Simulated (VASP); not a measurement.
MgO, 2 atoms in the cell. It takes space group Fm-3m (No. 225, cubic). Conventional cell: a = 4.194 Å, b = 4.194 Å, c = 4.194 Å, α = 90.00°, β = 90.00°, γ = 90.00°. Within 2.8 Å of Mg (site symmetry m-3m) lie 6 O at 2.10 Å. Within 2.8 Å of O (site symmetry m-3m) lie 6 Mg at 2.10 Å. 

| Item | Value |
| --- | --- |
| Program | VASP 6.6.1 |
| Task | single point |
| Functional | PBE |
| Potentials or basis | VASP PAW PBE potentials, release 64 (Mg, O) |
| Cutoff | 520 eV |
| k mesh | 11 × 11 × 11 |
| Occupations | gaussian, width 0.029 eV |
| Spin | no spin polarisation |
| Dipole correction | no |
| Further INCAR settings | ALGO = Normal; EDIFF = 1e-06; NBANDS = 11 |

Potentials or basis: VASP PAW PBE potentials, release 64 (Mg, O).

Command:

```bash
$ cat potpaw_PBE.64/Mg/POTCAR potpaw_PBE.64/O/POTCAR > POTCAR
$ mpirun -np 1 vasp_std > vasp.out
```

Hardware: 1 thread of AMD EPYC 7R13 Processor (Zen 3) (shared host).

How long does it take, and how much memory?

Run time: 10 s on 1 thread of AMD EPYC 7R13 Processor (Zen 3), with other jobs on the host, peak memory 0.11 GiB. Counts: scf iterations 12, k points 56.
